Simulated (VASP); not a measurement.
A run of VASP 6.6.1 is set up as follows.

The input INCAR:

```
SYSTEM = Cu
  PREC = Accurate
  ENCUT = 520
  EDIFF = 1E-7
  ISMEAR = -1
  SIGMA = 0.05
  LREAL = .False.
  LASPH = .True.
  NELM = 100
  ALGO = Normal
  ISIF = 2
  LWAVE = .False.
  LCHARG = .False.
  GGA = PE
  NBANDS = 30
```

The input KPOINTS:

```
regular mesh
0
Gamma
  16 11 1
  0 0 0
```

POSCAR

```
Cu
1.0
    2.5664536728      0.0000000000      0.0000000000
    0.0000000000      3.6295135912      0.0000000000
    0.0000000000      0.0000000000     19.8497000000
Cu
4
Direct
    0.2500000000      0.2500000000      0.4080151169
    0.7500000000      0.7500000000      0.4645130076
    0.2500000000      0.2500000000      0.5354868176
    0.7500000000      0.7500000000      0.5919850574
```

Potentials or basis: VASP PAW PBE potentials, release 64 (Cu).

Run with:

```console
$ cat potpaw_PBE.64/Cu/POTCAR > POTCAR
$ mpirun -np 1 vasp_std > vasp.out
```

(1) Estimate the largest force.

(2) Predict the band gap on the k mesh.

Answers

(1) 0.033 eV/Å.

(2) zero (bands 22 and 23 overlap by 2.60 eV).
